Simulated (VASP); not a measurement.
A run of VASP 6.6.1 is set up as follows.

File POSCAR:

```
Pt
1.0
    2.7138660098      0.0000000000      0.0000000000
   -1.3569330049      2.3502770176      0.0000000000
    0.0000000000      0.0000000000      4.7108956958
Pt
2
Direct
    0.6666666667      0.3333333333      0.7500000000
    0.3333333333      0.6666666667      0.2500000000
```

Contents of INCAR.step1:

```
SYSTEM = Pt
PREC = Accurate ; ENCUT = 520
ISMEAR = -1 ; SIGMA = 0.1
LREAL = .FALSE. ; LASPH = .TRUE.
NELM = 80 ; NBANDS = 17
GGA = PE ; ALGO = Normal
EDIFF = 1E-4 ; LWAVE = .TRUE.
LCHARG = .FALSE.
```

Contents of INCAR.step2:

```
SYSTEM = Pt
PREC = Accurate ; ENCUT = 520
EDIFF = 1E-6 ; ISMEAR = -1
SIGMA = 0.1 ; LREAL = .FALSE.
LASPH = .TRUE. ; NELM = 80
ALGO = Normal ; ISIF = 2
LWAVE = .FALSE. ; LCHARG = .TRUE.
METAGGA = R2SCAN ; LMIXTAU = .TRUE.
LELF = .TRUE. ; LVHAR = .TRUE.
NBANDS = 17 ; ISTART = 1
```

The input KPOINTS:

```
Automatic mesh
0
G
  12 12 6
  0 0 0
```

Potentials or basis: VASP PAW PBE potentials, release 64 (Pt).

The run is started by

```bash
$ cat potpaw_PBE.64/Pt/POTCAR > POTCAR
$ cp INCAR.step1 INCAR
$ mpirun -np 1 vasp_std > vasp.out
$ cp INCAR.step2 INCAR
$ mpirun -np 1 vasp_std > vasp.out
```

Predict the band gap on the k mesh.

zero (bands 10 and 11 overlap by 1.51 eV).

What does it give for the pressure?

8.4 GPa.

Stress tensor (GPa, compression positive):
```
8.90 0.00 0.00
0.00 8.90 0.00
0.00 0.00 7.34
```

Caveat: the cell stands under pressure; the PAW data sets were made with another functional, which shifts forces and pressure a little; spin-orbit coupling is left out, which moves the levels of the heavy elements.
